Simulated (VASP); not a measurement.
Wanted: the native input for a VASP 6.6.1 run.

```yaml
Task: relaxation of cell and atoms
Functional: PBE
Potentials_or_basis: VASP PAW PBE potentials, release 64 (B)
Cutoff: 600 eV
k_mesh: 6 × 6 × 2
Occupations: gaussian, width 0.1 eV
Spin: no spin polarisation
Dipole_correction: no
Further_INCAR_settings: ALGO = Normal; EDIFF = 1e-07; IBRION = 2; EDIFFG = -0.04; NSW = 90; ISIF = 3
```

The structure of B lies in POSCAR:

```
B
1.0
    2.7926715900      0.0000000000      0.0000000000
   -1.3963358000      2.4185245400      0.0000000000
    0.0000000000      0.0000000000     13.6812225300
B
12
Direct
    0.0000000000      0.0000000000      0.1875000000
    0.0000000000      0.0000000000      0.6875000000
    0.0000000000      0.0000000000      0.3125000000
    0.0000000000      0.0000000000      0.8125000000
    0.3333333300      0.6666666700      0.5208299800
    0.6666666700      0.3333333300      0.0208299800
    0.3333333300      0.6666666700      0.9791700200
    0.6666666700      0.3333333300      0.4791700200
    0.3333333300      0.6666666700      0.6458299800
    0.6666666700      0.3333333300      0.1458299800
    0.3333333300      0.6666666700      0.8541700200
    0.6666666700      0.3333333300      0.3541700200
```

This isn't the form of B at room conditions, which is rhombohedral.

One way to write it, as run:

INCAR

```
PREC = Accurate
ENCUT = 600
EDIFF = 1E-7
ISMEAR = 0
SIGMA = 0.1
LREAL = False
LASPH = True
NELM = 80
ALGO = Normal
ISIF = 3
LWAVE = False
LCHARG = False
GGA = PE
IBRION = 2
NSW = 90
EDIFFG = -0.04
```

KPOINTS

```
regular mesh
0
Gamma
  6 6 2
```

Potentials or basis: VASP PAW PBE potentials, release 64 (B).

The run is started by

```sh
$ cat potpaw_PBE.64/B/POTCAR > POTCAR
$ mpirun -np 1 vasp_std > vasp.out
```

It gave:

The relaxed volume is 7.10 Å³/atom and the relaxed cell is a = 2.884 Å, b = 2.884 Å, c = 11.834 Å, α = 90.00°, β = 90.00°, γ = 120.00°. The space group after relaxing (to 0.1 Å) is P6_3/mmc (No. 194), the energy gained by relaxing is 421.6 meV/atom and the ionic steps are 50. The pressure after relaxing is 0.3 GPa, the largest force after relaxing is 0.017 eV/Å and the band gap on the k mesh is zero (bands 18 and 19 overlap by 3.76 eV).

Caveat: the k points lie up to 0.42 Å⁻¹ apart in the final cell, too coarse for converged energies and pressures of a metal.

Run time: 9.4 min on 1 thread of Intel(R) Xeon(R) 6975P-C (Granite Rapids), with other jobs on the host, peak memory 0.24 GiB.
